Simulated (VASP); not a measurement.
# Be3TeSe2 (P3m1) in VASP: relaxation of cell and atoms with PBE

Aim: the relaxation of cell and atoms of Be3TeSe2 with PBE.

Program: VASP 6.6.1. These are calculated values, not measurements. Logs are shortened: lines on timing, memory, paths and dates and some standing lists are left out, and cuts for length are marked.

### Step 1. The cell of the first run

The structure is trigonal, space group P3m1 (No. 156). The conventional cell has a = 4.181 Å, b = 4.181 Å, c = 8.599 Å, α = 90.00°, β = 90.00°, γ = 120.00°. Within 3.5 Å of Be (site symmetry 3m) lie 3 Se at 2.68 Å and 3 Be at 2.90 Å and 3 Te at 3.13 Å. Within 3.1 Å of Be (site symmetry 3m) lie 4 Be at 2.36 to 2.90 Å and 3 Se at 2.45 Å. Be (site symmetry 3m) has 1 Be at 2.36 Å and 3 Se at 2.41 Å and 1 Te at 2.64 Å within 3.1 Å. Within 3.6 Å of Te (site symmetry 3m) lie 5 Be at 2.64 to 3.60 Å and 3 Se at 3.60 Å. Within 3.2 Å of Se (site symmetry 3m) lie 3 Be at 2.41 Å and 1 Se at 2.77 Å. Within 3.2 Å of Se (site symmetry 3m) lie 6 Be at 2.45 to 2.68 Å and 1 Se at 2.77 Å.

The cell was generated, and may not be a known phase.

### Step 2. Relaxation of cell and atoms, PBE

The input, INCAR:

```
SYSTEM = Be3TeSe2
PREC = Accurate ; ENCUT = 600
EDIFF = 1E-7 ; ISMEAR = 0
SIGMA = 0.15 ; LREAL = .False.
LASPH = .True. ; NELM = 120
ALGO = Normal ; ISIF = 3
LWAVE = .False. ; LCHARG = .False.
GGA = PE ; IBRION = 2
NSW = 36 ; EDIFFG = -0.08
GGA_COMPAT = .False. ; NELMIN = 4
```

The input, KPOINTS:

```
regular mesh
0
Gamma
  3 3 2
  0 0 0
```

The input, POSCAR:

```
Be3TeSe2
1.0
    4.1808719400      0.0000000000      0.0000000000
   -2.0904359700      3.6207413100      0.0000000000
    0.0000000000      0.0000000000      8.5994392900
Be Te Se
3 1 2
Direct
    0.3333333300      0.6666666700      0.3567776500
    0.6666666700      0.3333333300      0.1702104800
    0.6666666700      0.3333333300      0.8960602600
    0.6666666700      0.3333333300      0.5885954700
    0.0000000000      0.0000000000      0.8986165600
    0.0000000000      0.0000000000      0.2202774000
```

Potentials or basis: VASP PAW PBE potentials, release 64 (Be, Te, Se).

The run is started by

```bash
> cat potpaw_PBE.64/Be/POTCAR potpaw_PBE.64/Te/POTCAR potpaw_PBE.64/Se/POTCAR > POTCAR
> mpirun -np 1 vasp_std > vasp.out
```

OUTCAR:

```text
SYSTEM = Be3TeSe2
   PREC = Accurate
   ENCUT = 600
   EDIFF = 1E-7
   ISMEAR = 0
   LREAL = .False.
   LASPH = .True.
   NELM = 120
   ISIF = 3
   GGA = PE
   IBRION = 2
   NSW = 36
   EDIFFG = -0.08
   NELMIN = 4

 ion  position               nearest neighbor table
   1  0.333  0.667  0.357-
   2  0.667  0.333  0.170-   3 2.36   6 2.45   6 2.45   6 2.45
   3  0.667  0.333  0.896-   2 2.36   5 2.41   5 2.41   5 2.41   4 2.64
   4  0.667  0.333  0.589-   3 2.64
   5  0.000  0.000  0.899-   3 2.41   3 2.41   3 2.41   6 2.77
   6  0.000  0.000  0.220-   2 2.45   2 2.45   2 2.45   5 2.77

  LATTYP: Found a hexagonal cell.
 ALAT       =     4.1808719400
 C/A-ratio  =     2.0568530712

  Lattice vectors:

 A1 = (   4.1808719400,   0.0000000000,   0.0000000000)
 A2 = (  -2.0904359700,   3.6207413100,   0.0000000000)
 A3 = (   0.0000000000,   0.0000000000,   8.5994392900)

Analysis of symmetry for initial positions (statically):
=====================================================================
 Subroutine PRICEL returns:
 Original cell was already a primitive cell.

 Routine SETGRP: Setting up the symmetry group for a
 hexagonal supercell.

 Subroutine GETGRP returns: Found  6 space group operations
 (whereof  6 operations were pure point group operations)
 out of a pool of 24 trial point group operations.

The static configuration has the point symmetry C_3v.

Analysis of symmetry for dynamics (positions and initial velocities):
=====================================================================
 Subroutine PRICEL returns:
 Original cell was already a primitive cell.

 Routine SETGRP: Setting up the symmetry group for a
 hexagonal supercell.

 Subroutine GETGRP returns: Found  6 space group operations
 (whereof  6 operations were pure point group operations)
 out of a pool of 24 trial point group operations.

The dynamic configuration has the point symmetry C_3v.

 Subroutine INISYM returns: Found  6 space group operations
 (whereof  6 operations are pure point group operations),
 and found     1 'primitive' translations

----------------------------------------------------------------------------------------

                                     Primitive cell

  volume of cell :     130.1771

  direct lattice vectors                    reciprocal lattice vectors
     4.180871940  0.000000000  0.000000000     0.239184556  0.138093268  0.000000000
    -2.090435970  3.620741310  0.000000000     0.000000000  0.276186536  0.000000000
     0.000000000  0.000000000  8.599439290     0.000000000  0.000000000  0.116286652

  length of vectors
     4.180871940  4.180871940  8.599439290     0.276186536  0.276186536  0.116286652

  position of ions in fractional coordinates (direct lattice)
     0.333333330  0.666666670  0.356777650
     0.666666670  0.333333330  0.170210480
     0.666666670  0.333333330  0.896060260
     0.666666670  0.333333330  0.588595470
     0.000000000  0.000000000  0.898616560
     0.000000000  0.000000000  0.220277400

  ion indices of the primitive-cell ions
   primitive index   ion index
                 1           1
                 2           2
                 3           3
                 4           4
                 5           5
                 6           6

----------------------------------------------------------------------------------------

 KPOINTS: regular mesh

Automatic generation of k-mesh.
 Grid dimensions read from file:
 generate k-points for:    3    3    2

 Generating k-lattice:

  Cartesian coordinates                     Fractional coordinates (reciprocal lattice)
     0.079728185  0.046031089  0.000000000     0.333333333  0.000000000  0.000000000
     0.000000000  0.092062179  0.000000000     0.000000000  0.333333333  0.000000000
     0.000000000  0.000000000  0.058143326     0.000000000  0.000000000  0.500000000

  Length of vectors
     0.092062179  0.092062179  0.058143326

  Shift w.r.t. Gamma in fractional coordinates (k-lattice)
     0.000000000  0.000000000  0.000000000

 Subroutine IBZKPT returns following result:
 ===========================================

 Found      6 irreducible k-points:

 Following reciprocal coordinates:
            Coordinates               Weight
  0.000000  0.000000  0.000000      1.000000
  0.333333  0.000000  0.000000      6.000000
  0.333333  0.333333  0.000000      2.000000
  0.000000  0.000000  0.500000      1.000000
  0.333333  0.000000  0.500000      6.000000
  0.333333  0.333333  0.500000      2.000000
   k-points           NKPTS =      6   k-points in BZ     NKDIM =      6   number of bands    NBANDS=     16
   number of dos      NEDOS =    301   number of ions     NIONS =      6
   total plane-waves  NPLWV =  90720
   dimension x,y,z NGX =    36 NGY =   36 NGZ =   70
   dimension x,y,z NGXF=    72 NGYF=   72 NGZF=  140
   ions per type =               3   1   2
   NGX,Y,Z   is equivalent  to a cutoff of  14.31, 14.31, 13.53 a.u.
   NGXF,Y,Z  is equivalent  to a cutoff of  28.63, 28.63, 27.07 a.u.
 SYSTEM =  Be3TeSe2
   PREC   = accura    normal or accurate (medium, high low for compatibility)
   ISTART =      0    job   : 0-new  1-cont  2-samecut
   ICHARG =      2    charge: 1-file 2-atom 10-const
   ISPIN  =      1    spin polarized calculation?
   LNONCOLLINEAR =      F non collinear calculations
   LSORBIT =      F    spin-orbit coupling
   LASPH  =      T    aspherical Exc in radial PAW
   ENCUT  =  600.0 eV  44.10 Ry    6.64 a.u.   8.35  8.35 17.18*2*pi/ulx,y,z
   NELM   =    120;   NELMIN=  4; NELMDL= -5     # of ELM steps
   EDIFF  = 0.1E-06   stopping-criterion for ELM
   LREAL  =      F    real-space projection
   EDIFFG = -.8E-01   stopping-criterion for IOM
   NSW    =     36    number of steps for IOM
   IBRION =      2    ionic relax: 0-MD 1-quasi-New 2-CG
   NFREE  =      1    steps in history (QN), initial steepest desc. (CG)
   ISIF   =      3    stress and relaxation
   ISYM   =      2    0-nonsym 1-usesym 2-fastsym
   POTIM  = 0.5000    time-step for ionic-motion
   TEBEG  =    0.0;   TEEND  =   0.0 temperature during run
   PSTRESS=    0.0 pullay stress
   NELECT =      24.0000    total number of electrons
   NUPDOWN=      -1.0000    fix difference up-down
   EMIN   =  10.00;   EMAX   =-10.00  energy-range for DOS
   EFERMI =   0.00;   METHOD = LEGACY
   ISMEAR =     0;   SIGMA  =   0.15  broadening in eV -4-tet -1-fermi 0-gaus
   EFERMI_NEDOS =   21; number of points for ismear=-14 and -15
   IALGO  =     38    algorithm
   IMIX   =      4    mixing-type and parameters
     AMIX     =   0.40;   BMIX     =  1.00
     AMIX_MAG =   1.60;   BMIX_MAG =  1.00
  volume/ion in A,a.u.               =      21.70       146.41
  Fermi-wavevector in a.u.,A,eV,Ry     =   0.931752  1.760756 11.812063  0.868162
  Thomas-Fermi vector in A             =   2.058278
   LORBIT       =      0    0 simple, 1 ext, 2 COOP (PROOUT), +10 PAW based schemes
   GGA     = PE    functional components
   LHFCALC =     F    Hartree Fock is set to
   AEXX    =    0.0000 exact exchange contribution
   IVDW    =     0    specifies the selected vdW correction
   LEPSILON=     F    determine dielectric tensor
   LRPA    =     F    only Hartree local field effects (RPA)
 conjugate gradient relaxation of ions
 non-spin polarized calculation
 Gauss-broadening in eV      SIGMA  =   0.15
  energy-cutoff  :      600.00
  volume of cell :      130.18
 maximum number of plane-waves:      4380
 NGX is ok and might be reduce to    36
   NGX = 17   NGY = 17   NGZ = 35

--------------------------------------- Ionic step        1  -------------------------------------------

 number of electron      24.0000001 magnetization

 Free energy of the ion-electron system (eV)
  ---------------------------------------------------
  ext. energy  EPLUGINS =         0.00000000
  ---------------------------------------------------
  free energy    TOTEN  =       -18.97609929 eV

  energy without entropy =      -18.90897265  energy(sigma->0) =      -18.94253597

------------------------ aborting loop because EDIFF is reached ----------------------------------------

  FORCE on cell =-STRESS in cart. coord.  units (eV):
  Direction    XX          YY          ZZ          XY          YZ          ZX
  --------------------------------------------------------------------------------------
  -------------------------------------------------------------------------------------
  Total       -6.2658478     -6.2658478     -2.3827939      0.0000000      0.0000000      0.0000000
  in kB      -77.1180300    -77.1180300    -29.3266573      0.0000000      0.0000000      0.0000000
  external PRESSURE =     -61.1875724 kB  Pullay stress =       0.0000000 kB
[... 101 lines left out ...]
  FREE ENERGIE OF THE ION-ELECTRON SYSTEM (eV)
  ---------------------------------------------------
  free  energy   TOTEN  =       -19.7302636833 eV

  energy  without entropy=      -19.7056284719  energy(sigma->0) =      -19.71794608

 E-fermi :   5.5683     XC(G=0):  -9.4778

 val. band max:        5.5284253573   @ k =   0.0000   0.0000   0.0000
 cond. band min:       5.5921917259   @ k =   0.3333   0.3333   0.0000
 fundamental gap:      0.0637663686
 Fermi energy:         5.5682663310

 k-point     1 :       0.0000    0.0000    0.0000
  band No.  band energies     occupation
      1     -10.0142      2.00000
      2      -8.7408      2.00000
      3      -6.6785      2.00000
      4      -0.2123      2.00000
      5       0.7467      2.00000
      6       2.3763      2.00000
[... 8 lines left out ...]
     15       8.0116      0.00000
     16       8.0116      0.00000
[... 78 lines left out ...]
  band No.  band energies     occupation
      1      -8.6460      2.00000
      2      -7.7011      2.00000
      3      -5.1064      2.00000
      4      -1.6766      2.00000
      5      -1.4514      2.00000
      6      -0.1365      2.00000
[... 8 lines left out ...]
     15       9.0969      0.00000
     16      10.1383      0.00000

[... ionic steps 4 to 14 ...]

--------------------------------------- Ionic step       15  -------------------------------------------

 number of electron      24.0000004 magnetization

------------------------ aborting loop because EDIFF is reached ----------------------------------------

  FORCE on cell =-STRESS in cart. coord.  units (eV):
  Direction    XX          YY          ZZ          XY          YZ          ZX
  --------------------------------------------------------------------------------------
  -------------------------------------------------------------------------------------
  Total       -0.6745501     -0.6745501      0.1629381     -0.0000000      0.0000000      0.0000000
  in kB       -6.2807406     -6.2807406      1.5171176     -0.0000000      0.0000000      0.0000000
  external PRESSURE =      -3.6814545 kB  Pullay stress =       0.0000000 kB
[... 65 lines left out ...]
  energy  without entropy=      -23.2072997441  energy(sigma->0) =      -23.20729974

--------------------------------------- Ionic step       17  -------------------------------------------

 number of electron      24.0000005 magnetization

 Free energy of the ion-electron system (eV)
  ---------------------------------------------------
  ext. energy  EPLUGINS =         0.00000000
  ---------------------------------------------------
  free energy    TOTEN  =       -23.21174503 eV

  energy without entropy =      -23.21174503  energy(sigma->0) =      -23.21174503

 E-fermi :   0.9618     XC(G=0):  -7.2530

 val. band max:        0.2737692946   @ k =   0.3333   0.3333   0.5000
 cond. band min:       3.2949061279   @ k =   0.3333   0.3333   0.5000
 fundamental gap:      3.0211368333
 Fermi energy:         0.9618213726

 k-point     1 :       0.0000    0.0000    0.0000
  band No.  band energies     occupation
      1     -11.9045      2.00000
      2     -11.8125      2.00000
      3     -10.9585      2.00000
      4      -2.3797      2.00000
      5      -1.6167      2.00000
      6      -0.8585      2.00000
[... 8 lines left out ...]
     15       5.5505      0.00000
     16       5.6168      0.00000
[... 126 lines left out ...]
  FREE ENERGIE OF THE ION-ELECTRON SYSTEM (eV)
  ---------------------------------------------------
  free  energy   TOTEN  =       -23.2117450332 eV

  energy  without entropy=      -23.2117450332  energy(sigma->0) =      -23.21174503

 reached required accuracy - stopping structural energy minimisation
```

Run time: 3.2 min. Hardware: 1 thread of Intel Xeon 6975P-C (Granite Rapids), shared host; peak memory 0.31 GiB.

What came out:

```yaml
Free_energy: -23.2117 eV
Relaxed_volume: 28.49 Å³/atom
Relaxed_cell: a = 3.816 Å, b = 3.816 Å, c = 13.559 Å, α = 90.00°, β = 90.00°, γ = 120.00°
Space_group_after_relaxing_to_0.1_Å: P3m1 (No. 156)
Energy_gained_by_relaxing: 705.9 meV/atom
Ionic_steps: 17
Pressure_after_relaxing: 0.1 GPa
Largest_force_after_relaxing: 0.068 eV/Å
Band_gap_on_the_k_mesh: 3.02 eV
```

Forces in eV/Å, atoms in the order of the input:
```
Be   0.000  0.000  0.014
Be   0.000  0.000 -0.050
Be   0.000  0.000  0.062
Te   0.000  0.000  0.042
Se   0.000  0.000 -0.068
Se   0.000  0.000  0.000
```

The path:
| step | energy change (eV) | largest force (eV/Å) | pressure (GPa) | volume (Å³) |
| --- | --- | --- | --- | --- |
| 1 | 0.0000 | 1.1072 | -6.12 | 130.18 |
| 2 | -0.6379 | 1.3396 | -1.18 | 115.14 |
| 3 | -0.7542 | 1.6120 | 3.01 | 107.48 |
| 4 | -1.2093 | 1.7544 | 3.27 | 106.63 |
| 5 | -1.8553 | 1.9615 | 13.26 | 103.40 |
| 6 | -1.8990 | 1.4413 | 9.40 | 104.37 |
| 7 | -2.2533 | 1.5514 | 7.67 | 108.47 |
| 8 | -3.0021 | 1.9974 | 4.58 | 121.12 |
| 9 | -3.4028 | 2.3258 | 1.01 | 147.96 |
| 10 | -3.4118 | 2.3358 | 0.41 | 152.45 |
| 11 | -3.7305 | 1.6622 | 0.22 | 156.18 |
| 12 | -4.1025 | 0.6785 | -0.02 | 163.59 |
| 13 | -4.1598 | 0.5392 | -0.78 | 178.49 |
| 14 | -4.2324 | 0.0734 | -0.35 | 171.69 |
| 15 | -4.2326 | 0.0766 | -0.37 | 172.07 |
| 16 | -4.2312 | 0.0594 | 0.70 | 169.61 |
| 17 | -4.2356 | 0.0685 | 0.11 | 170.95 |

Final structure:
```
Be Te Se
1.0
     3.81555    0.00000    0.00000
    -1.90777    3.30436    0.00000
     0.00000    0.00000   13.55919
Be Te Se
3 1 2
Direct
  0.33333 0.66667 0.50312
  0.66667 0.33333 0.22614
  0.66667 0.33333 0.83674
  0.66667 0.33333 0.50524
  0.00000 0.00000 0.84093
  0.00000 0.00000 0.21837
```

Caveat: the k points lie up to 0.63 Å⁻¹ apart in the final cell; the volume moved by over 15 % at a fixed basis, so the end points are rough; spin-orbit coupling is left out, which moves the levels of the heavy elements; this functional lacks dispersion, which binds layers or chains, so the pressure and a relaxed spacing across them are unreliable; the relaxation stopped at a loose force limit of 0.08 eV/Å, so its end isn't a converged minimum.
